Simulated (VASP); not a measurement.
Here is a VASP 6.6.1 calculation.

File INCAR:

```
SYSTEM = Hg
PREC = Accurate
ENCUT = 520
EDIFF = 1E-6
ISMEAR = -1
SIGMA = 0.1
LREAL = .FALSE.
LASPH = .TRUE.
NELM = 60
ALGO = Normal
ISIF = 2
LWAVE = .FALSE.
LCHARG = .FALSE.
GGA = PE
NBANDS = 12
```

File KPOINTS:

```
regular mesh
0
G
  15 15 15
  0 0 0
```

File POSCAR:

```
Hg
1.0
    2.0783995336      1.1999645302      1.9747385792
   -2.0783995336      1.1999645302      1.9747385792
    0.0000000000     -2.3999290604      1.9747385791
Hg
1
Direct
    0.0000000000      1.0000000000      0.0000000000
```

Potentials or basis: VASP PAW PBE potentials, release 64 (Hg).

Run with:

```console
$ cat potpaw_PBE.64/Hg/POTCAR > POTCAR
$ mpirun -np 1 vasp_std > vasp.out
```

Estimate the pressure.

0.2 GPa.

Estimate the band gap on the k mesh.

zero (bands 6 and 7 overlap by 3.59 eV).

Caveat: spin-orbit coupling is left out, which moves the levels of the heavy elements.
